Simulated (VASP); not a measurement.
# P (P4/mmm) in VASP: settings compared

The runs below take P through single point, with PBEsol, LDA, PBE.

All numbers are computed with VASP 6.6.1; they aren't measurements. Logs are shortened: lines on timing, memory, paths and dates and some standing lists are left out, and cuts for length are marked.

## 1. The cell of the first run

The structure is tetragonal, space group P4/mmm (No. 123). Conventional cell: a = 4.215 Å, b = 4.215 Å, c = 4.319 Å, α = 90.00°, β = 90.00°, γ = 90.00°. P (site symmetry 4/mmm) has 6 P at 4.22 to 4.32 Å within 5.5 Å.

## 2. Single point, PBEsol (76.73 Å³/atom)

Contents of INCAR:

```
SYSTEM = P
ALGO = Normal ; EDIFF = 1E-6
ENCUT = 500 ; GGA = PS
GGA_COMPAT = .False. ; ISIF = 2
ISMEAR = -1 ; LASPH = .True.
LCHARG = .False. ; LREAL = .False.
LWAVE = .False. ; NBANDS = 8
NELM = 120 ; PREC = Accurate
SIGMA = 0.08
```

Contents of KPOINTS:

```
k-points
0
Gamma
  10 10 9
  0 0 0
```

Contents of POSCAR:

```
P
1.0
    4.2151558207      0.0000000000      0.0000000000
    0.0000000000      4.2151558207      0.0000000000
    0.0000000000      0.0000000000      4.3188305846
P
1
Direct
    0.0000000000      0.0000000000      0.0000000000
```

Potentials or basis: VASP PAW PBE potentials, release 64 (P).

Started as:

```sh
$ cat potpaw_PBE.64/P/POTCAR > POTCAR
$ mpirun -np 1 vasp_std > vasp.out
```

OUTCAR:

```text
SYSTEM = P
   EDIFF = 1E-6
   ENCUT = 500
   GGA = PS
   ISIF = 2
   ISMEAR = -1
   LASPH = .True.
   LREAL = .False.
   NELM = 120
   PREC = Accurate

 ion  position               nearest neighbor table
   1  0.000  0.000  0.000-

  LATTYP: Found a simple tetragonal cell.
 ALAT       =     4.2151558207
 C/A-ratio  =     1.0245957133

  Lattice vectors:

 A1 = (   4.2151558207,   0.0000000000,   0.0000000000)
 A2 = (   0.0000000000,   4.2151558207,   0.0000000000)
 A3 = (   0.0000000000,   0.0000000000,   4.3188305846)

Analysis of symmetry for initial positions (statically):
=====================================================================
 Subroutine PRICEL returns:
 Original cell was already a primitive cell.

 Routine SETGRP: Setting up the symmetry group for a
 simple tetragonal supercell.

 Subroutine GETGRP returns: Found 16 space group operations
 (whereof 16 operations were pure point group operations)
 out of a pool of 16 trial point group operations.

The static configuration has the point symmetry D_4h.

Analysis of symmetry for dynamics (positions and initial velocities):
=====================================================================
 Subroutine PRICEL returns:
 Original cell was already a primitive cell.

 Routine SETGRP: Setting up the symmetry group for a
 simple tetragonal supercell.

 Subroutine GETGRP returns: Found 16 space group operations
 (whereof 16 operations were pure point group operations)
 out of a pool of 16 trial point group operations.

The dynamic configuration has the point symmetry D_4h.

 Subroutine INISYM returns: Found 16 space group operations
 (whereof 16 operations are pure point group operations),
 and found     1 'primitive' translations

----------------------------------------------------------------------------------------

                                     Primitive cell

  volume of cell :      76.7350

  direct lattice vectors                    reciprocal lattice vectors
     4.215155821  0.000000000  0.000000000     0.237239154  0.000000000  0.000000000
     0.000000000  4.215155821  0.000000000     0.000000000  0.237239154  0.000000000
     0.000000000  0.000000000  4.318830585     0.000000000  0.000000000  0.231544160

  length of vectors
     4.215155821  4.215155821  4.318830585     0.237239154  0.237239154  0.231544160

  position of ions in fractional coordinates (direct lattice)
     0.000000000  0.000000000  0.000000000

  ion indices of the primitive-cell ions
   primitive index   ion index
                 1           1

----------------------------------------------------------------------------------------

 KPOINTS: k-points

Automatic generation of k-mesh.
 Grid dimensions read from file:
 generate k-points for:   10   10    9

 Generating k-lattice:

  Cartesian coordinates                     Fractional coordinates (reciprocal lattice)
     0.023723915  0.000000000  0.000000000     0.100000000  0.000000000  0.000000000
     0.000000000  0.023723915  0.000000000     0.000000000  0.100000000  0.000000000
     0.000000000  0.000000000  0.025727129     0.000000000  0.000000000  0.111111111

  Length of vectors
     0.023723915  0.023723915  0.025727129

  Shift w.r.t. Gamma in fractional coordinates (k-lattice)
     0.000000000  0.000000000  0.000000000

 Subroutine IBZKPT returns following result:
 ===========================================

 Found    105 irreducible k-points:

 Following reciprocal coordinates:
            Coordinates               Weight
  0.000000  0.000000  0.000000      1.000000
  0.100000  0.000000  0.000000      4.000000
  0.200000  0.000000  0.000000      4.000000
  0.300000  0.000000  0.000000      4.000000
  0.400000  0.000000  0.000000      4.000000
  0.500000  0.000000  0.000000      2.000000
[... 16 lines left out ...]
  0.100000  0.000000  0.111111      8.000000
  0.200000  0.000000  0.111111      8.000000
 [... further k-points ...]
   k-points           NKPTS =    105   k-points in BZ     NKDIM =    105   number of bands    NBANDS=      8
   number of dos      NEDOS =    301   number of ions     NIONS =      1
   total plane-waves  NPLWV =  32768
   dimension x,y,z NGX =    32 NGY =   32 NGZ =   32
   dimension x,y,z NGXF=    64 NGYF=   64 NGZF=   64
   ions per type =               1
   NGX,Y,Z   is equivalent  to a cutoff of  12.62, 12.62, 12.32 a.u.
   NGXF,Y,Z  is equivalent  to a cutoff of  25.24, 25.24, 24.64 a.u.
 SYSTEM =  P
   PREC   = accura    normal or accurate (medium, high low for compatibility)
   ISTART =      0    job   : 0-new  1-cont  2-samecut
   ICHARG =      2    charge: 1-file 2-atom 10-const
   ISPIN  =      1    spin polarized calculation?
   LNONCOLLINEAR =      F non collinear calculations
   LSORBIT =      F    spin-orbit coupling
   LASPH  =      T    aspherical Exc in radial PAW
   ENCUT  =  500.0 eV  36.75 Ry    6.06 a.u.   7.69  7.69  7.87*2*pi/ulx,y,z
   NELM   =    120;   NELMIN=  2; NELMDL= -5     # of ELM steps
   EDIFF  = 0.1E-05   stopping-criterion for ELM
   LREAL  =      F    real-space projection
   EDIFFG = 0.1E-04   stopping-criterion for IOM
   NSW    =      0    number of steps for IOM
   IBRION =     -1    ionic relax: 0-MD 1-quasi-New 2-CG
   NFREE  =      0    steps in history (QN), initial steepest desc. (CG)
   ISIF   =      2    stress and relaxation
   ISYM   =      2    0-nonsym 1-usesym 2-fastsym
   POTIM  = 0.5000    time-step for ionic-motion
   TEBEG  =    0.0;   TEEND  =   0.0 temperature during run
   PSTRESS=    0.0 pullay stress
   NELECT =       5.0000    total number of electrons
   NUPDOWN=      -1.0000    fix difference up-down
   EMIN   =  10.00;   EMAX   =-10.00  energy-range for DOS
   EFERMI =   0.00;   METHOD = LEGACY
   ISMEAR =    -1;   SIGMA  =   0.08  broadening in eV -4-tet -1-fermi 0-gaus
   EFERMI_NEDOS =   21; number of points for ismear=-14 and -15
   IALGO  =     38    algorithm
   IMIX   =      4    mixing-type and parameters
     AMIX     =   0.40;   BMIX     =  1.00
     AMIX_MAG =   1.60;   BMIX_MAG =  1.00
  volume/ion in A,a.u.               =      76.73       517.83
  Fermi-wavevector in a.u.,A,eV,Ry     =   0.658770  1.244894  5.904625  0.433978
  Thomas-Fermi vector in A             =   1.730696
   LORBIT       =      0    0 simple, 1 ext, 2 COOP (PROOUT), +10 PAW based schemes
   GGA     = PS    functional components
   LHFCALC =     F    Hartree Fock is set to
   AEXX    =    0.0000 exact exchange contribution
   IVDW    =     0    specifies the selected vdW correction
   LEPSILON=     F    determine dielectric tensor
   LRPA    =     F    only Hartree local field effects (RPA)
 non-spin polarized calculation
  energy-cutoff  :      500.00
  volume of cell :       76.73
 maximum number of plane-waves:      1974
 NGX is ok and might be reduce to    32
   NGX = 15   NGY = 15   NGZ = 15

 number of electron       4.9999999 magnetization

 Free energy of the ion-electron system (eV)
  ---------------------------------------------------
  ext. energy  EPLUGINS =         0.00000000
  ---------------------------------------------------
  free energy    TOTEN  =        -1.28496391 eV

  energy without entropy =       -1.21773809  energy(sigma->0) =       -1.25135100

 E-fermi :  -2.9643     XC(G=0):  -5.1779

 val. band max:       -2.9655357946   @ k =   0.2000   0.1000   0.0000
 cond. band min:      -2.9636114477   @ k =   0.2000   0.2000   0.0000
 fundamental gap:      0.0019243469
 Fermi energy:        -2.9643030414

 k-point     1 :       0.0000    0.0000    0.0000
  band No.  band energies     occupation
      1     -11.7278      2.00000
      2      -2.4851      0.00499
      3      -2.3694      0.00118
      4      -2.3694      0.00118
      5       1.7029      0.00000
      6       4.4872      0.00000
      7       4.5705      0.00000
      8       9.2294      0.00000

 k-point     2 :       0.1000    0.0000    0.0000
  band No.  band energies     occupation
      1     -11.7104      2.00000
      2      -2.5570      0.01223
      3      -2.4700      0.00414
      4      -2.3549      0.00098
      5       1.8772      0.00000
      6       4.5575      0.00000
      7       4.7343      0.00000
      8       8.6012      0.00000

 k-point     3 :       0.2000    0.0000    0.0000
  band No.  band energies     occupation
      1     -11.6638      2.00000
      2      -2.9842      1.12363
      3      -2.4296      0.00250
      4      -2.3163      0.00061
      5       2.2881      0.00000
      6       4.7188      0.00000
      7       5.1327      0.00000
      8       7.8044      0.00000

 k-point     4 :       0.3000    0.0000    0.0000
  band No.  band energies     occupation
      1     -11.6042      2.00000
      2      -3.4300      1.99409
      3      -2.3784      0.00132
      4      -2.2673      0.00033
      5       2.7915      0.00000
      6       4.9434      0.00000
      7       5.3060      0.00000
      8       7.1643      0.00000

 k-point     5 :       0.4000    0.0000    0.0000
  band No.  band energies     occupation
      1     -11.5542      2.00000
      2      -3.7481      1.99989
      3      -2.3356      0.00077
      4      -2.2266      0.00020
      5       3.3134      0.00000
      6       4.9901      0.00000
      7       5.1615      0.00000
      8       6.7541      0.00000
[... 177 lines left out ...]
 k-point    22 :       0.0000    0.0000    0.1111
  band No.  band energies     occupation
      1     -11.7100      2.00000
      2      -2.6846      0.05887
      3      -2.3545      0.00098
      4      -2.3545      0.00098
      5       1.9126      0.00000
      6       4.6310      0.00000
      7       4.6662      0.00000
      8       8.6359      0.00000

 k-point    23 :       0.1000    0.0000    0.1111
  band No.  band energies     occupation
      1     -11.6927      2.00000
      2      -2.6727      0.05092
      3      -2.5323      0.00900
      4      -2.3401      0.00082
      5       2.0829      0.00000
      6       4.7053      0.00000
      7       4.8221      0.00000
      8       7.9992      0.00000

 k-point    24 :       0.2000    0.0000    0.1111
  band No.  band energies     occupation
      1     -11.6464      2.00000
      2      -2.9656      1.00780
      3      -2.6126      0.02435
      4      -2.3019      0.00051
      5       2.4819      0.00000
      6       4.8505      0.00000
      7       5.2180      0.00000
      8       7.2342      0.00000

 [... further k-points ...]

------------------------ aborting loop because EDIFF is reached ----------------------------------------

  FORCE on cell =-STRESS in cart. coord.  units (eV):
  Direction    XX          YY          ZZ          XY          YZ          ZX
  --------------------------------------------------------------------------------------
  -------------------------------------------------------------------------------------
  Total       -2.0720912     -2.0720912     -1.8329802      0.0000000      0.0000000      0.0000000
  in kB      -43.2639346    -43.2639346    -38.2714499      0.0000000      0.0000000      0.0000000
  external PRESSURE =     -41.5997730 kB  Pullay stress =       0.0000000 kB

 VOLUME and BASIS-vectors are now :
 -----------------------------------------------------------------------------
  energy-cutoff  :      500.00
  volume of cell :       76.73
      direct lattice vectors                 reciprocal lattice vectors
     4.215155821  0.000000000  0.000000000     0.237239154  0.000000000  0.000000000
     0.000000000  4.215155821  0.000000000     0.000000000  0.237239154  0.000000000
     0.000000000  0.000000000  4.318830585     0.000000000  0.000000000  0.231544160

 POSITION                                       TOTAL-FORCE (eV/Angst)
 -----------------------------------------------------------------------------------
      0.00000      0.00000      0.00000         0.000000      0.000000      0.000000
 -----------------------------------------------------------------------------------
    total drift:                               -0.000000      0.000000      0.000000

  FREE ENERGIE OF THE ION-ELECTRON SYSTEM (eV)
  ---------------------------------------------------
  free  energy   TOTEN  =        -1.2849639084 eV

  energy  without entropy=       -1.2177380852  energy(sigma->0) =       -1.25135100
```

Run time: 40 s. Hardware: 1 thread of Intel Xeon 8259CL, shared host; peak memory 0.2 GiB.

Results:

```yaml
Free_energy: -1.2850 eV
Pressure: -4.2 GPa
Band_gap_on_the_k_mesh: zero (an odd number of electrons rules out a gap without spin polarisation)
```

Caveat: the cell stands under tension; the PAW data sets were made with another functional, which shifts forces and pressure a little.

## 3. Single point, LDA

This run uses another cell than the first one, of 79.93 Å³/atom.

Contents of INCAR:

```
  ALGO = Normal
  EDIFF = 1E-6
  ENCUT = 500
  GGA = CA
  GGA_COMPAT = F
  ISIF = 2
  ISMEAR = -1
  LASPH = T
  LCHARG = F
  LREAL = F
  LWAVE = F
  NBANDS = 8
  NELM = 120
  PREC = Accurate
  SIGMA = 0.08
```

Contents of KPOINTS:

```
k-points
0
Gamma
  10 10 9
```

Contents of POSCAR:

```
P
1.0
    4.2729048574      0.0000000000      0.0000000000
    0.0000000000      4.2729048574      0.0000000000
    0.0000000000      0.0000000000      4.3780000000
P
1
Direct
    0.0000000000      0.0000000000      0.0000000000
```

Potentials or basis: VASP PAW LDA potentials, release 64 (P).

Started as:

```sh
$ cat potpaw_LDA.64/P/POTCAR > POTCAR
$ mpirun -np 1 vasp_std > vasp.out
```

Run time: 39 s. Hardware: 1 thread of Intel Xeon 8259CL, shared host; peak memory 0.18 GiB.

The run converged. Its results:

```yaml
Free_energy: -1.2973 eV
Pressure: -4.1 GPa
Band_gap_on_the_k_mesh: zero (an odd number of electrons rules out a gap without spin polarisation)
```

Stress tensor (GPa, compression positive):
```
-4.22  0.00  0.00
 0.00 -4.22  0.00
 0.00  0.00 -3.75
```

Levels at points of the mesh, in eV from the Fermi level:
```
           k point  band 1  band 2  band 3  band 4  band 5  band 6  band 7
(0.00, 0.00, 0.00)   -8.71    0.45    0.56    0.56    4.41    7.36    7.45
(0.50, 0.00, 0.00)   -8.53   -0.85    0.61    0.71    6.35    7.31    8.14
(0.50, 0.50, 0.00)   -8.37   -0.54   -0.54    0.75    5.67    8.03    9.52
```

Caveat: the cell stands under tension.

## 4. Single point, PBE

This run uses another cell than the first one, of 79.93 Å³/atom.

Contents of INCAR:

```
SYSTEM = P
PREC = Accurate
ENCUT = 500
EDIFF = 1E-6
ISMEAR = -1
SIGMA = 0.08
LREAL = .False.
LASPH = .True.
NELM = 120
ALGO = Normal
ISIF = 2
LWAVE = .False.
LCHARG = .False.
GGA = PE
NBANDS = 8
GGA_COMPAT = .False.
```

Contents of KPOINTS:

```
Automatic mesh
0
Gamma
  10 10 9
  0 0 0
```

POSCAR is that of step 3.

Potentials or basis: VASP PAW PBE potentials, release 64 (P).

Started as:

```sh
$ cat potpaw_PBE.64/P/POTCAR > POTCAR
$ mpirun -np 1 vasp_std > vasp.out
```

Run time: 45 s. Hardware: 1 thread of Intel Xeon 8259CL, shared host; peak memory 0.2 GiB.

The run converged. Its results:

```
Free energy            : -1.1690 eV
Pressure               : -3.5 GPa
Band gap on the k mesh : zero (an odd number of electrons rules out a gap without spin polarisation)
```

Stress tensor (GPa, compression positive):
```
-3.67  0.00  0.00
 0.00 -3.67  0.00
 0.00  0.00 -3.23
```

Levels at points of the mesh, in eV from the Fermi level:
| k point | band 1 | band 2 | band 3 | band 4 | band 5 |
| --- | --- | --- | --- | --- | --- |
| (0.00, 0.00, 0.00) | -8.76 | 0.43 | 0.54 | 0.54 | 4.72 |
| (0.50, 0.00, 0.00) | -8.59 | -0.82 | 0.58 | 0.68 | 6.59 |
| (0.50, 0.50, 0.00) | -8.44 | -0.53 | -0.53 | 0.72 | 5.94 |

Caveat: the cell stands under tension.

## 5. Single point, PBE

This run uses another cell than the first one, of 79.93 Å³/atom.

Contents of INCAR:

```
SYSTEM = P
  PREC = Accurate
  ENCUT = 520
  EDIFF = 1E-6
  ISMEAR = -1
  SIGMA = 0.08
  LREAL = .False.
  LASPH = .True.
  NELM = 60
  ALGO = Normal
  ISIF = 2
  LWAVE = .False.
  LCHARG = .True.
  GGA = PE
  LELF = .True.
  LVHAR = .True.
  NBANDS = 8
```

Contents of KPOINTS:

```
Automatic mesh
0
Gamma
  14 14 13
  0 0 0
```

POSCAR is that of step 4.

Potentials or basis: VASP PAW PBE potentials, release 64 (P).

Started as:

```sh
$ cat potpaw_PBE.64/P/POTCAR > POTCAR
$ mpirun -np 1 vasp_std > vasp.out
```

OUTCAR:

```text
SYSTEM = P
   PREC = Accurate
   ENCUT = 520
   EDIFF = 1E-6
   ISMEAR = -1
   LREAL = .False.
   LASPH = .True.
   NELM = 60
   ISIF = 2
   GGA = PE

 ion  position               nearest neighbor table
   1  0.000  0.000  0.000-

  LATTYP: Found a simple tetragonal cell.
 ALAT       =     4.2729048574
 C/A-ratio  =     1.0245957132

  Lattice vectors:

 A1 = (   4.2729048574,   0.0000000000,   0.0000000000)
[... 441 lines left out ...]
      5       3.4403      0.00000
      6       4.6085      0.00000
      7       5.8252      0.00000
      8       6.6287      0.00000

 [... further k-points ...]

------------------------ aborting loop because EDIFF is reached ----------------------------------------

  FORCE on cell =-STRESS in cart. coord.  units (eV):
  Direction    XX          YY          ZZ          XY          YZ          ZX
  --------------------------------------------------------------------------------------
  -------------------------------------------------------------------------------------
  Total       -1.8259681     -1.8259681     -1.6226589      0.0000000      0.0000000      0.0000000
  in kB      -36.6000401    -36.6000401    -32.5248744      0.0000000      0.0000000      0.0000000
  external PRESSURE =     -35.2416516 kB  Pullay stress =       0.0000000 kB

 VOLUME and BASIS-vectors are now :
 -----------------------------------------------------------------------------
  energy-cutoff  :      520.00
  volume of cell :       79.93
      direct lattice vectors                 reciprocal lattice vectors
     4.272904857  0.000000000  0.000000000     0.234032826  0.000000000  0.000000000
     0.000000000  4.272904857  0.000000000     0.000000000  0.234032826  0.000000000
     0.000000000  0.000000000  4.378000000     0.000000000  0.000000000  0.228414801

 POSITION                                       TOTAL-FORCE (eV/Angst)
 -----------------------------------------------------------------------------------
      0.00000      0.00000      0.00000         0.000000      0.000000      0.000000
 -----------------------------------------------------------------------------------
    total drift:                                0.000000      0.000000      0.000000

  FREE ENERGIE OF THE ION-ELECTRON SYSTEM (eV)
  ---------------------------------------------------
  free  energy   TOTEN  =        -1.1688830922 eV

  energy  without entropy=       -1.0939344757  energy(sigma->0) =       -1.13140878
```

stdout:

```text
POSCAR found type information on POSCAR P
 POSCAR found :  1 types and       1 ions
 scaLAPACK will be used
 LDA part: xc-table for (Slater+PW92), standard interpolation
 POSCAR, INCAR and KPOINTS ok, starting setup
 FFT: planning ... GRIDC
 FFT: planning ... GRID_SOFT
 FFT: planning ... GRID
 WAVECAR not read
 entering main loop
```

It took 65 s on 1 thread of Intel Xeon Platinum 8375C at 2.90GHz (Ice Lake), shared host; peak memory 0.27 GiB.

Results:

* Free energy: -1.1689 eV
* Pressure: -3.5 GPa
* Band gap on the k mesh: zero (an odd number of electrons rules out a gap without spin polarisation)

Caveat: the cell stands under tension.

## 6. Overview

| level | potentials or basis | cell | k mesh | cutoff (eV) | gap on the mesh (eV) | pressure (GPa) |
| --- | --- | --- | --- | --- | --- | --- |
| PBEsol | VASP PAW PBE potentials, release 64 (P) | a = 4.215, b = 4.215, c = 4.319 Å, 1 atom | 10 × 10 × 9 | 500 | none | -4.2 |
| LDA | VASP PAW LDA potentials, release 64 (P) | a = 4.273, b = 4.273, c = 4.378 Å, 1 atom | 10 × 10 × 9 | 500 | none | -4.1 |
| PBE | VASP PAW PBE potentials, release 64 (P) | a = 4.273, b = 4.273, c = 4.378 Å, 1 atom | 10 × 10 × 9 | 500 | none | -3.5 |
| PBE | VASP PAW PBE potentials, release 64 (P) | a = 4.273, b = 4.273, c = 4.378 Å, 1 atom | 14 × 14 × 13 | 520 | none | -3.5 |

Alike in all rows: task single point; no spin polarisation; smearing fermi-dirac 0.08 eV.

Caveats: the cell stands under tension; the PAW data sets were made with another functional, which shifts forces and pressure a little (at least some runs).

Total energies depend on the potentials used, so only differences within one code and one set of settings carry meaning.
